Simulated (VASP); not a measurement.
Input of a VASP 6.6.1 run:

Contents of INCAR:

```
ALGO = Normal
EDIFF = 1E-7
EDIFFG = -0.001
ENCUT = 600
GGA = PE
IBRION = 2
ISIF = 3
ISMEAR = 0
LASPH = T
LCHARG = F
LREAL = F
LWAVE = F
NELM = 60
NSW = 80
PREC = Accurate
SIGMA = 0.01
```

Contents of KPOINTS:

```
k-points
0
Gamma
  12 12 6
```

The input POSCAR:

```
Si
1.0
    3.8512806261      0.0000000000      0.0000000000
   -1.9256403131      3.3353068593      0.0000000000
    0.0000000000      0.0000000000      6.3650227259
Si
4
Direct
    0.3333333333      0.6666666667      0.0629309404
    0.6666666667      0.3333333333      0.5629309404
    0.3333333333      0.6666666667      0.4370690596
    0.6666666667      0.3333333333      0.9370690596
```

Potentials or basis: VASP PAW PBE potentials, release 64 (Si).

Run with:

```bash
$ cat potpaw_PBE.64/Si/POTCAR > POTCAR
$ mpirun -np 1 vasp_std > vasp.out
```

Problem. What does it give for the band gap on the k mesh?

Solution. 0.45 eV (least direct gap 1.00 eV).

Problem. What does it give for the relaxed cell?

Solution. a = 3.850 Å, b = 3.850 Å, c = 6.364 Å, α = 90.00°, β = 90.00°, γ = 120.00°.

Problem. Predict the space group after relaxing (to 0.1 Å).

Solution. P6_3/mmc (No. 194).

Problem. What does it give for the relaxed volume?

Solution. 20.43 Å³/atom.

Final structure:
```xyz
4
Lattice="3.8503 0.0000 0.0000 -1.9252 3.3345 0.0000 0.0000 0.0000 6.3635" Properties=species:S:1:pos:R:3 pbc="T T T"
Si    0.0000    2.2230    0.4005
Si    1.9252    1.1115    3.5822
Si    0.0000    2.2230    2.7813
Si    1.9252    1.1115    5.9630
```

A k mesh can miss the band edges.
